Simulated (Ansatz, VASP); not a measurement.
# Mg in VASP and in Ansatz

```
Mg
1.0
     2.59714    0.00000    0.00000
     0.00000    2.59714    0.00000
     0.00000    0.00000    2.59714
Mg
1
Direct
  0.00000 0.00000 0.00000
```

Change from the starting cell: volume scaled by 0.65, PAW files.

Alike in both runs: task single point; functional PBEsol; k mesh 13 × 13 × 13; occupations fermi-dirac, width 0.1 eV; no spin polarisation.

|  | VASP | Ansatz |
| --- | --- | --- |
| version | VASP 6.6.1 | Ansatz 0.2.0 |
| potentials or method | VASP PAW PBE potentials, release 64 (Mg) | PAW with Ansatz's default frozen-core files, scalar-relativistic |
| plane-wave cutoff (eV) | 520 | 420 |
| valence electrons in the cell | 2 | 10 |

Ansatz gave:

- pressure (GPa): 23.2

Q: Which values does VASP return?

A: Pressure (GPa): 23.5.

VASP's potentials were made for PBE, not for PBEsol. The functional is the same, so the differences come from potentials, cutoffs and numerics. VASP's potentials hold 2 valence electrons a cell and Ansatz's 10, so a difference there can come from the potentials and not from the codes.
